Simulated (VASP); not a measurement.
# Si6O11 (a cell with a defect) in VASP: further runs, part 2 of 2

VASP 6.6.1.

### Step 4. Single point, PBE+D3(BJ) (atom 14 moved -0.125 of the way to it and +0.125 Å across, host rigid)

File INCAR:

```
SYSTEM = Si6O11
PREC     = Accurate       ! precision mode
ENCUT    = 520            ! plane-wave cutoff, eV
EDIFF    = 1E-6           ! SCF threshold, eV
ISMEAR   = 0              ! smearing method
SIGMA    = 0.05           ! smearing width, eV
LREAL    = Auto         
LASPH    = .True.         ! aspherical terms in the spheres
NELM     = 60             ! most SCF steps
ALGO     = Normal         ! electronic algorithm
ISIF     = 2              ! what is computed and relaxed
LWAVE    = .False.        ! write WAVECAR
LCHARG   = .False.        ! write CHGCAR
GGA      = PE             ! functional
IVDW     = 12             ! dispersion correction
NELECT   = 88.0         
NBANDS   = 59             ! bands
```

File KPOINTS:

```
Automatic mesh
0
Gamma
  4 4 2
  0 0 0
```

File POSCAR:

```
Si6O11
1.0
   -2.4573906087      4.2563253884      0.0000000000
    0.0000000000      0.0000000000      5.4210324304
    7.3721718262      4.2563253883      0.0000000000
Si O
6 11
Direct
    0.7669799462      0.6666666667      0.2330200538
    0.2669799462      0.6666666667      0.7330200538
    0.9660401075      0.3333333333      0.5000000000
    0.4660401075      0.3333333333      0.0000000000
    0.2669799462      0.0000000000      0.2669799462
    0.7669799462      0.0000000000      0.7669799462
    0.2730030153      0.2203350802      0.1370425925
    0.7730030153      0.2203350802      0.6370425925
    0.0690623811      0.8870017469      0.7949771961
    0.6579346037      0.5536684135      0.0679802114
    0.1579346037      0.5536684135      0.5679802114
    0.0690623811      0.7796649198      0.2050228039
    0.5690623811      0.7796649198      0.7050228039
    0.1100263145      0.1284440530      0.4611956425
    0.6579346037      0.1129982531      0.9320197886
    0.7730030153      0.4463315865      0.3629574075
    0.2730030153      0.4463315865      0.8629574075
```

Potentials or basis: VASP PAW PBE potentials, release 64 (Si, O).

Command:

```bash
$ cat potpaw_PBE.64/Si/POTCAR potpaw_PBE.64/O/POTCAR > POTCAR
$ mpirun -np 1 vasp_std > vasp.out
```

OUTCAR:

```text
SYSTEM = Si6O11
   PREC = Accurate
   ENCUT = 520
   EDIFF = 1E-6
   ISMEAR = 0
   LREAL = Auto
   LASPH = .True.
   NELM = 60
   ISIF = 2
   GGA = PE
   IVDW = 12
   NELECT = 88.0
 IVDW          = 12

 ion  position               nearest neighbor table
   1  0.767  0.667  0.233-  12 1.62  10 1.62  16 1.63   5 3.06   5 3.06   3 3.06   4 3.06
   2  0.267  0.667  0.733-  13 1.62  11 1.62  17 1.63   9 1.63   6 3.06   6 3.06   4 3.06   3 3.06

   3  0.966  0.333  0.500-  14 1.36   8 1.62  16 1.62  11 1.63   6 3.06   1 3.06   5 3.06   2 3.06

   4  0.466  0.333  0.000-   7 1.62  17 1.62  15 1.63  10 1.63   5 3.06   2 3.06   6 3.06   1 3.06

   5  0.267  0.000  0.267-   7 1.63  12 1.63  14 1.95   4 3.06   1 3.06   1 3.06   3 3.06
   6  0.767  0.000  0.767-  15 1.62   9 1.62   8 1.63  13 1.63   3 3.06   2 3.06   2 3.06   4 3.06

   7  0.273  0.220  0.137-   4 1.62   5 1.63
   8  0.773  0.220  0.637-   3 1.62   6 1.63
   9  0.069  0.887  0.795-   6 1.62   2 1.63
  10  0.658  0.554  0.068-   1 1.62   4 1.63
  11  0.158  0.554  0.568-   2 1.62   3 1.63
  12  0.069  0.780  0.205-   1 1.62   5 1.63
  13  0.569  0.780  0.705-   2 1.62   6 1.63
  14  0.110  0.128  0.461-   3 1.36   5 1.95
  15  0.658  0.113  0.932-   6 1.62   4 1.63
[... 224 lines left out ...]
      2     -18.1461      2.00000
      3     -17.9015      2.00000
      4     -17.5094      2.00000
      5     -17.3849      2.00000
      6     -16.8780      2.00000
[... 1169 lines left out ...]
     55      11.1387      0.00000
     56      11.3204      0.00000
 [bands above 56 left out]

------------------------ aborting loop because EDIFF is reached ----------------------------------------

 Edisp (eV)   -2.41699

 E8    (eV) :    -0.8292

  FORCE on cell =-STRESS in cart. coord.  units (eV):
  Direction    XX          YY          ZZ          XY          YZ          ZX
  --------------------------------------------------------------------------------------
  -------------------------------------------------------------------------------------
  Total     -14.57910   -13.70162    -1.85453    -5.22050    -4.23477     6.01499
  in kB    -102.98887   -96.79023   -13.10069   -36.87835   -29.91505    42.49072
  external pressure =      -70.96 kB  Pullay stress =        0.00 kB

 VOLUME and BASIS-vectors are now :
 -----------------------------------------------------------------------------
  energy-cutoff  :      520.00
  volume of cell :      226.80
      direct lattice vectors                 reciprocal lattice vectors
    -2.457390609  4.256325388  0.000000000    -0.101733928  0.176208333  0.000000000
     0.000000000  0.000000000  5.421032430     0.000000000  0.000000000  0.184466707
     7.372171826  4.256325388  0.000000000     0.101733928  0.058736111  0.000000000

 POSITION                                       TOTAL-FORCE (eV/Angst)
 -----------------------------------------------------------------------------------
     -0.16691      4.25633      3.61402        -0.503693      0.021157     -2.381173
      4.74788      4.25633      3.61402        -0.017091     -0.158687     -0.134070
      1.31215      6.23994      1.80701         9.000264     -4.391248     14.202254
     -1.14524      1.98362      1.80701        -1.451897     -0.794622     -0.127142
      1.31215      2.27271      0.00000         2.581282     -0.700393      1.665156
      3.76954      6.52903      0.00000         0.007494      0.070635      0.043442
[... 9 lines left out ...]
      0.77621      4.83502      2.41958        -0.358418     -1.468991      1.338723
      5.69100      4.83502      2.41958         0.343908      0.210659     -0.129390
 -----------------------------------------------------------------------------------
    total drift:                                0.002196     -0.002128      0.000416

  FREE ENERGIE OF THE ION-ELECTRON SYSTEM (eV)
  ---------------------------------------------------
  free  energy   TOTEN  =      -133.4712753423 eV

  energy  without entropy=     -133.4588011810  energy(sigma->0) =     -133.46503826
```

OSZICAR:

```text
N       E                     dE             d eps       ncg     rms          rms(c)
DAV:   1     0.529213990696E+03    0.52921E+03   -0.45767E+04  2384   0.137E+03
DAV:   2    -0.107348186423E+03   -0.63656E+03   -0.61855E+03  2861   0.314E+02
DAV:   3    -0.150095347718E+03   -0.42747E+02   -0.42523E+02  2880   0.867E+01
[... 12 lines left out ...]
DAV:  16    -0.131054271475E+03    0.19979E-04   -0.28070E-04  3176   0.656E-02    0.337E-02
DAV:  17    -0.131054279706E+03   -0.82309E-05   -0.62401E-05  2800   0.355E-02    0.170E-02
DAV:  18    -0.131054283410E+03   -0.37047E-05   -0.18956E-05  2720   0.177E-02    0.471E-03
DAV:  19    -0.131054284493E+03   -0.10831E-05   -0.24085E-06  2208   0.765E-03    0.347E-03
DAV:  20    -0.131054284810E+03   -0.31616E-06   -0.58098E-07  1776   0.357E-03
   1 F= -.13347128E+03 E0= -.13346504E+03  d E =-.124742E-01
```

Wall time 3.8 min (1 thread of Intel Xeon 6975P-C (Granite Rapids), shared host); peak memory 0.37 GiB.

What came out:

```
Free energy                : -133.4713 eV
Largest force              : 22.294 eV/Å
Dispersion energy per atom : -0.142 eV
```

Forces in eV/Å, atoms in the order of the input:
```
Si   -0.504   0.021  -2.381
Si   -0.017  -0.159  -0.134
Si    9.000  -4.391  14.202
Si   -1.452  -0.795  -0.127
Si    2.581  -0.700   1.665
Si    0.007   0.071   0.043
O     1.404   0.740  -0.925
O     1.280  -0.558   0.215
O     0.081   0.098  -0.007
O     0.615   0.647   1.184
O    -0.088  -0.035   0.613
O     0.363   0.424   0.878
O    -0.200   0.079   0.043
O   -13.572   5.677 -16.751
O     0.516   0.140   0.273
O    -0.358  -1.469   1.339
O     0.344   0.211  -0.129
```

Levels at points of the mesh, in eV from the Fermi level:
```tsv
k point	band 41	band 42	band 43	band 44	band 45	band 46	band 47	band 48
(0.00, 0.00, 0.00)	-0.80	-0.55	-0.24	-0.10	-0.03	3.83	6.40	6.79
(0.50, 0.00, 0.00)	-0.68	-0.52	-0.06	0.04	0.42	3.33	6.35	6.78
(0.00, 0.50, 0.00)	-0.78	-0.28	-0.23	-0.15	0.00	3.67	6.71	7.06
(0.50, 0.50, 0.00)	-0.59	-0.56	-0.52	-0.23	0.42	3.42	6.43	6.61
(0.00, 0.00, 0.50)	-0.73	-0.45	-0.26	-0.08	-0.02	3.81	6.32	6.93
(0.50, 0.00, 0.50)	-0.60	-0.51	-0.07	0.01	0.43	3.34	6.33	6.74
(0.00, 0.50, 0.50)	-0.82	-0.48	-0.30	-0.04	0.03	3.67	6.78	7.06
(0.50, 0.50, 0.50)	-0.62	-0.54	-0.29	-0.17	0.33	3.42	6.46	6.60
```

Caveat: the k points lie up to 0.37 Å⁻¹ apart; the cell carries a net charge on a neutralising background, which shifts energy and pressure; the cell differs from its parent crystal (atom 14 moved -0.125 of the way to it and +0.125 Å across, host rigid); the cell is charged against a uniform background, so pressure and absolute levels hang on convention.
